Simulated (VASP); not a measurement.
# Ni (Fm-3m) in VASP: notebook

Aim: see how the results for Ni move with the level of theory and the settings. Levels: LDA, PBE. Tasks: single point.

Program: VASP 6.6.1. These are calculated values, not measurements. Logs are shortened: lines on timing, memory, paths and dates and some standing lists are left out, and cuts for length are marked.

### Step 1. The cell of the first run

Symmetry: Fm-3m, No. 225, cubic system. The conventional cell has a = 3.536 Å, b = 3.536 Å, c = 3.536 Å, α = 90.00°, β = 90.00°, γ = 90.00°. Ni (site symmetry m-3m) has 12 Ni at 2.50 Å within 3.3 Å.

### Step 2. Single point, LDA, collinear spin, ferromagnetic start

File INCAR:

```
SYSTEM = Ni
PREC = Accurate
ENCUT = 600
EDIFF = 1E-6
ISMEAR = 1
SIGMA = 0.097
LREAL = .FALSE.
LASPH = .TRUE.
NELM = 200
ALGO = Normal
ISIF = 2
LWAVE = .FALSE.
LCHARG = .FALSE.
ISPIN = 2
MAGMOM = 0.81
LORBIT = 11
LMAXMIX = 4
GGA = CA
NBANDS = 15
GGA_COMPAT = .FALSE.
```

File KPOINTS:

```
Automatic mesh
0
G
  8 8 8
  0 0 0
```

File POSCAR:

```
Ni
1.0
    0.0000000000      1.7679500000      1.7679500000
    1.7679500000      0.0000000000      1.7679500000
    1.7679500000      1.7679500000      0.0000000000
Ni
1
Direct
    0.0000000000      0.0000000000      0.0000000000
```

Potentials or basis: VASP PAW LDA potentials, release 64 (Ni).

Started as:

```
cat potpaw_LDA.64/Ni/POTCAR > POTCAR
mpirun -np 1 vasp_std > vasp.out
```

OUTCAR:

```text
SYSTEM = Ni
   PREC = Accurate
   ENCUT = 600
   EDIFF = 1E-6
   ISMEAR = 1
   LREAL = .FALSE.
   LASPH = .TRUE.
   NELM = 200
   ISIF = 2
   ISPIN = 2
   LORBIT = 11
   GGA = CA

 ion  position               nearest neighbor table
   1  0.000  0.000  0.000-

  LATTYP: Found a face centered cubic cell.
 ALAT       =     3.5359000000

  Lattice vectors:

 A1 = (   0.0000000000,   1.7679500000,   1.7679500000)
 A2 = (   1.7679500000,   0.0000000000,   1.7679500000)
 A3 = (   1.7679500000,   1.7679500000,   0.0000000000)

Analysis of symmetry for initial positions (statically):
=====================================================================
 Subroutine PRICEL returns:
 Original cell was already a primitive cell.

 Routine SETGRP: Setting up the symmetry group for a
 face centered cubic supercell.

 Subroutine GETGRP returns: Found 48 space group operations
 (whereof 48 operations were pure point group operations)
 out of a pool of 48 trial point group operations.

The static configuration has the point symmetry O_h .

Analysis of symmetry for dynamics (positions and initial velocities):
=====================================================================
 Subroutine PRICEL returns:
 Original cell was already a primitive cell.

 Routine SETGRP: Setting up the symmetry group for a
 face centered cubic supercell.

 Subroutine GETGRP returns: Found 48 space group operations
 (whereof 48 operations were pure point group operations)
 out of a pool of 48 trial point group operations.

The dynamic configuration has the point symmetry O_h .

Analysis of structural, dynamic, and magnetic symmetry:
=====================================================================
 Subroutine PRICEL returns:
 Original cell was already a primitive cell.

 Routine SETGRP: Setting up the symmetry group for a
 face centered cubic supercell.

 Subroutine GETGRP returns: Found 48 space group operations
 (whereof 48 operations were pure point group operations)
 out of a pool of 48 trial point group operations.

The overall configuration has the point symmetry O_h .

 Subroutine INISYM returns: Found 48 space group operations
 (whereof 48 operations are pure point group operations),
 and found     1 'primitive' translations

----------------------------------------------------------------------------------------

                                     Primitive cell

  volume of cell :      11.0520

  direct lattice vectors                    reciprocal lattice vectors
     0.000000000  1.767950000  1.767950000    -0.282813428  0.282813428  0.282813428
     1.767950000  0.000000000  1.767950000     0.282813428 -0.282813428  0.282813428
[... 117 lines left out ...]
  volume of cell :       11.05
 maximum number of plane-waves:       380
   NGX =  9   NGY =  9   NGZ =  9

 number of electron      10.0000010 magnetization       0.6974945

 Free energy of the ion-electron system (eV)
  ---------------------------------------------------
  ext. energy  EPLUGINS =         0.00000000
  ---------------------------------------------------
  free energy    TOTEN  =        -6.50762615 eV

  energy without entropy =       -6.50755534  energy(sigma->0) =       -6.50760255

 E-fermi :   8.7907     XC(G=0): -13.5216

 val. band max:        8.7722031301   @ k =  -0.2500   0.3750   0.1250
 cond. band min:       8.8200524070   @ k =   0.3750   0.3750   0.0000
 fundamental gap:      0.0478492768
 Fermi energy:         8.7907328197

 spin component 1

 k-point     1 :       0.0000    0.0000    0.0000
  band No.  band energies     occupation
      1      -0.0849      1.00000
      2       6.4385      1.00000
      3       6.4385      1.00000
      4       6.4385      1.00000
      5       7.5529      1.00000
      6       7.5529      1.00000
      7      32.4474      0.00000
      8      36.0661      0.00000
      9      36.0661      0.00000
     10      36.0661      0.00000
     11      38.9733      0.00000
     12      38.9733      0.00000
     13      38.9733      0.00000
     14      42.2177      0.00000
[... 403 lines left out ...]
      4       7.0437      1.00000
      5       8.1434      1.00000
      6      12.1452      0.00000
      7      14.7822      0.00000
      8      24.6686      0.00000
      9      25.4103      0.00000
     10      34.2474      0.00000
     11      38.3700      0.00000
     12      45.6793      0.00000
     13      47.9801      0.00000
     14      48.6579      0.00000
     15      50.1424      0.00000

 [... further k-points ...]

 spin component 2

 k-point     1 :       0.0000    0.0000    0.0000
  band No.  band energies     occupation
      1      -0.0185      1.00000
      2       7.1291      1.00000
      3       7.1291      1.00000
      4       7.1291      1.00000
      5       8.2092      1.00000
      6       8.2092      1.00000
      7      32.4497      0.00000
      8      36.1449      0.00000
      9      36.1449      0.00000
     10      36.1449      0.00000
     11      39.1714      0.00000
     12      39.1714      0.00000
     13      39.1714      0.00000
     14      42.2066      0.00000
[... 403 lines left out ...]
      4       7.6880      1.00000
      5       8.8881     -0.02550
      6      12.4663      0.00000
      7      15.1464      0.00000
      8      24.8405      0.00000
      9      25.5842      0.00000
     10      34.3389      0.00000
     11      38.5158      0.00000
     12      45.7551      0.00000
     13      48.1141      0.00000
     14      48.8366      0.00000
     15      50.4748      0.00000

 [... further k-points ...]
[... 5 lines left out ...]
  --------------------------------------------------------------------------------------
  -------------------------------------------------------------------------------------
  Total       -1.3290549     -1.3290549     -1.3290549      0.0000000     -0.0000000      0.0000000
  in kB     -192.6697664   -192.6697664   -192.6697664      0.0000000     -0.0000000      0.0000000
  external PRESSURE =    -192.6697664 kB  Pullay stress =       0.0000000 kB

 VOLUME and BASIS-vectors are now :
 -----------------------------------------------------------------------------
  energy-cutoff  :      600.00
  volume of cell :       11.05
      direct lattice vectors                 reciprocal lattice vectors
     0.000000000  1.767950000  1.767950000    -0.282813428  0.282813428  0.282813428
     1.767950000  0.000000000  1.767950000     0.282813428 -0.282813428  0.282813428
     1.767950000  1.767950000  0.000000000     0.282813428  0.282813428 -0.282813428

 POSITION                                       TOTAL-FORCE (eV/Angst)
 -----------------------------------------------------------------------------------
      0.00000      0.00000      0.00000        -0.000000     -0.000000     -0.000000
 -----------------------------------------------------------------------------------
    total drift:                               -0.000000     -0.000000     -0.000000

  FREE ENERGIE OF THE ION-ELECTRON SYSTEM (eV)
  ---------------------------------------------------
  free  energy   TOTEN  =        -6.5076261543 eV

  energy  without entropy=       -6.5075553436  energy(sigma->0) =       -6.50760255

 total charge

# of ion       s       p       d       tot
------------------------------------------
    1        0.493   0.487   8.311   9.291

 magnetization (x)

# of ion       s       p       d       tot
------------------------------------------
    1       -0.000  -0.012   0.714   0.702
```

OSZICAR:

```text
N       E                     dE             d eps       ncg     rms          rms(c)
DAV:   1     0.361044963691E+02    0.36104E+02   -0.45399E+03  1812   0.955E+02
DAV:   2    -0.596426930665E+01   -0.42069E+02   -0.39006E+02  2027   0.177E+02
DAV:   3    -0.762077598000E+01   -0.16565E+01   -0.16379E+01  2055   0.339E+01
DAV:   4    -0.763243514622E+01   -0.11659E-01   -0.11656E-01  2238   0.267E+00
DAV:   5    -0.763258650097E+01   -0.15135E-03   -0.15135E-03  2051   0.281E-01    0.997E+00
DAV:   6    -0.691766157013E+01    0.71492E+00   -0.15239E+01  2468   0.430E+01    0.625E+00
DAV:   7    -0.652871098134E+01    0.38895E+00   -0.26260E+00  2258   0.167E+01    0.186E+00
DAV:   8    -0.651096800874E+01    0.17743E-01   -0.31943E-02  2263   0.122E+00    0.918E-01
DAV:   9    -0.650830307954E+01    0.26649E-02   -0.16706E-03  2789   0.236E-01    0.246E-01
DAV:  10    -0.650763624067E+01    0.66684E-03   -0.49047E-04  2614   0.132E-01    0.414E-02
DAV:  11    -0.650762658698E+01    0.96537E-05   -0.65419E-06  2141   0.251E-02    0.289E-02
DAV:  12    -0.650762615432E+01    0.43267E-06   -0.48993E-06  1899   0.129E-02
   1 F= -.65076262E+01 E0= -.65076026E+01  d E =-.708107E-04  mag=     0.6993
```

stdout:

```text
POSCAR found type information on POSCAR Ni
 POSCAR found :  1 types and       1 ions
 scaLAPACK will be used
 LDA part: xc-table for (Slater(with rela. corr.)+CA(PZ))
 , standard interpolation
 POSCAR, INCAR and KPOINTS ok, starting setup
 FFT: planning ... GRIDC
 FFT: planning ... GRID_SOFT
 FFT: planning ... GRID
 WAVECAR not read
 entering main loop
```

It took 8.9 s on 1 thread of AMD EPYC 7R13 (Zen 3), shared host; peak memory 0.09 GiB.

What came out:

```
Free energy                                           : -6.5076 eV
Pressure                                              : -19.3 GPa
Net moment                                            : 0.70 μB per cell
Site moments                                          : Ni +0.70 μB
Valence electrons inside the program's atomic spheres : Ni 9.29
```

Caveat: the k points lie up to 0.38 Å⁻¹ apart.

### Step 3. Single point, PBE, collinear spin, ferromagnetic start

File INCAR:

```
PREC = Accurate
ENCUT = 600
EDIFF = 1E-6
ISMEAR = 0
SIGMA = 0.1
LREAL = False
LASPH = True
NELM = 200
ALGO = Normal
ISIF = 2
LWAVE = False
LCHARG = False
ISPIN = 2
MAGMOM = 0.81
LORBIT = 11
LMAXMIX = 4
GGA = PE
NBANDS = 15
GGA_COMPAT = False
```

File KPOINTS:

```
regular mesh
0
Gamma
  8 8 8
```

POSCAR is that of step 2.

Potentials or basis: VASP PAW PBE potentials, release 64 (Ni).

Started as:

```
cat potpaw_PBE.64/Ni/POTCAR > POTCAR
mpirun -np 1 vasp_std > vasp.out
```

Run time: 10 s. Hardware: 1 thread of AMD EPYC 7R13 (Zen 3), shared host; peak memory 0.1 GiB.

The run converged. Its results:

```yaml
Free_energy: -5.4728 eV
Pressure: -2.8 GPa
Net_moment: 0.70 μB per cell
Site_moments: Ni +0.71 μB
Valence_electrons_inside_the_program's_atomic_spheres: Ni 9.28
```

Levels at points of the mesh, in eV from the Fermi level:
Spin up:
```csv
k point,band 3,band 4,band 5,band 6,band 7,band 8
"(0.00, 0.00, 0.00)",-2.45,-2.45,-1.30,-1.30,23.59,27.32
"(0.50, 0.00, 0.00)",-2.43,-0.67,-0.67,-0.26,5.52,22.09
"(0.50, 0.50, 0.00)",-0.61,-0.54,-0.54,2.43,9.06,14.67
```
Spin down:
```csv
k point,band 2,band 3,band 4,band 5,band 6,band 7
"(0.00, 0.00, 0.00)",-1.63,-1.63,-1.63,-0.64,-0.64,23.44
"(0.50, 0.00, 0.00)",-1.74,-1.74,-0.32,0.16,0.16,5.99
"(0.50, 0.50, 0.00)",-3.48,0.07,0.40,0.40,2.41,9.33
```

Caveat: the k points lie up to 0.38 Å⁻¹ apart.

### Step 4. Single point, PBE, collinear spin, ferromagnetic start

File INCAR:

```
PREC = Accurate
ENCUT = 600
EDIFF = 1E-6
ISMEAR = -5
SIGMA = 0.1
LREAL = F
LASPH = T
NELM = 200
ALGO = Normal
ISIF = 2
LWAVE = F
LCHARG = F
ISPIN = 2
MAGMOM = 0.81
LORBIT = 11
LMAXMIX = 4
GGA = PE
NBANDS = 15
GGA_COMPAT = F
```

KPOINTS is that of step 3.

POSCAR is that of step 3.

Started as:

```
cat potpaw_PBE.64/Ni/POTCAR > POTCAR
mpirun -np 1 vasp_std > vasp.out
```

Wall time 13 s (1 thread of AMD EPYC 7R13 (Zen 3), shared host); peak memory 0.1 GiB.

The run converged. Its results:

```yaml
Free_energy: -5.4580 eV
Pressure: -2.9 GPa
Net_moment: 0.56 μB per cell
Site_moments: Ni +0.58 μB
Valence_electrons_inside_the_program's_atomic_spheres: Ni 9.28
```

Levels at points of the mesh, in eV from the Fermi level:
Spin up:
| k point | band 1 | band 2 | band 3 | band 4 | band 5 | band 6 | band 7 | band 8 | band 9 | band 10 |
| --- | --- | --- | --- | --- | --- | --- | --- | --- | --- | --- |
| (0.00, 0.00, 0.00) | -8.90 | -2.37 | -2.37 | -2.37 | -1.19 | -1.19 | 23.59 | 27.34 | 27.34 | 27.34 |
| (0.50, 0.00, 0.00) | -4.74 | -2.34 | -2.34 | -0.57 | -0.57 | -0.26 | 5.56 | 22.09 | 24.40 | 24.40 |
| (0.50, 0.50, 0.00) | -4.52 | -4.10 | -0.50 | -0.46 | -0.46 | 2.44 | 9.10 | 14.68 | 14.68 | 19.54 |
Spin down:
```
           k point  band 2  band 3  band 4  band 5  band 6  band 7  band 8  band 9
(0.00, 0.00, 0.00)   -1.65   -1.65   -1.65   -0.69   -0.69   23.39   27.28   27.28
(0.50, 0.00, 0.00)   -1.78   -1.78   -0.35    0.13    0.13    5.95   21.91   24.46
(0.50, 0.50, 0.00)   -3.51    0.02    0.37    0.37    2.37    9.29   14.66   14.66
```

Caveat: the k points lie up to 0.38 Å⁻¹ apart; tetrahedron occupations give inexact forces and stress in metals.

### Step 5. Single point, PBE, collinear spin, ferromagnetic start

File INCAR:

```
PREC = Accurate
ENCUT = 600
EDIFF = 1E-6
ISMEAR = -1
SIGMA = 0.063
LREAL = False
LASPH = True
NELM = 200
ALGO = Normal
ISIF = 2
LWAVE = False
LCHARG = True
ISPIN = 2
MAGMOM = 0.81
LORBIT = 11
LMAXMIX = 4
GGA = PE
LELF = True
LVHAR = True
NBANDS = 15
GGA_COMPAT = False
```

KPOINTS is that of step 4.

POSCAR is that of step 4.

Started as:

```
cat potpaw_PBE.64/Ni/POTCAR > POTCAR
mpirun -np 1 vasp_std > vasp.out
```

Wall time 11 s (1 thread of AMD EPYC 7R13 (Zen 3), shared host); peak memory 0.1 GiB.

The run converged. Its results:

```yaml
Free_energy: -5.4803 eV
Pressure: -2.6 GPa
Net_moment: 0.70 μB per cell
Site_moments: Ni +0.71 μB
Valence_electrons_inside_the_program's_atomic_spheres: Ni 9.28
```

Levels at points of the mesh, in eV from the Fermi level:
Spin up:
```csv
k point,band 1,band 2,band 3,band 4,band 5,band 6,band 7,band 8,band 9,band 10
"(0.00, 0.00, 0.00)",-8.90,-2.44,-2.44,-2.44,-1.30,-1.30,23.59,27.33,27.33,27.33
"(0.50, 0.00, 0.00)",-4.78,-2.42,-2.42,-0.66,-0.66,-0.26,5.52,22.10,24.39,24.39
"(0.50, 0.50, 0.00)",-4.59,-4.15,-0.61,-0.54,-0.54,2.44,9.06,14.67,14.67,19.51
```
Spin down:
| k point | band 1 | band 2 | band 3 | band 4 | band 5 | band 6 | band 7 | band 8 | band 9 |
| --- | --- | --- | --- | --- | --- | --- | --- | --- | --- |
| (0.00, 0.00, 0.00) | -8.92 | -1.62 | -1.62 | -1.62 | -0.64 | -0.64 | 23.44 | 27.32 | 27.32 |
| (0.50, 0.00, 0.00) | -4.30 | -1.74 | -1.74 | -0.31 | 0.17 | 0.17 | 5.99 | 21.95 | 24.50 |
| (0.50, 0.50, 0.00) | -4.19 | -3.48 | 0.08 | 0.40 | 0.40 | 2.41 | 9.34 | 14.70 | 14.70 |

Caveat: the k points lie up to 0.38 Å⁻¹ apart.

### Step 6. Overview

| level | potentials or basis | smearing | gap on the mesh (eV) | pressure (GPa) | moment (μB) |
| --- | --- | --- | --- | --- | --- |
| LDA | VASP PAW LDA potentials, release 64 (Ni) | methfessel-paxton 0.097 eV | none | -19.3 | 0.70 |
| PBE | VASP PAW PBE potentials, release 64 (Ni) | gaussian 0.1 eV | none | -2.8 | 0.70 |
| PBE | VASP PAW PBE potentials, release 64 (Ni) | tetrahedron | none | -2.9 | 0.56 |
| PBE | VASP PAW PBE potentials, release 64 (Ni) | fermi-dirac 0.063 eV | none | -2.6 | 0.70 |

Alike in all rows: task single point; spin collinear, ferromagnetic start; cell as given; k mesh 8 × 8 × 8; cutoff (eV) 600.

Caveats: all runs use coarse meshes; tetrahedron occupations give inexact forces and stress in metals (at least some runs).

Total energies depend on the potentials used, so only differences within one code and one set of settings carry meaning.

The gap in the log of VASP goes by the Fermi energy; the results here count the filled bands.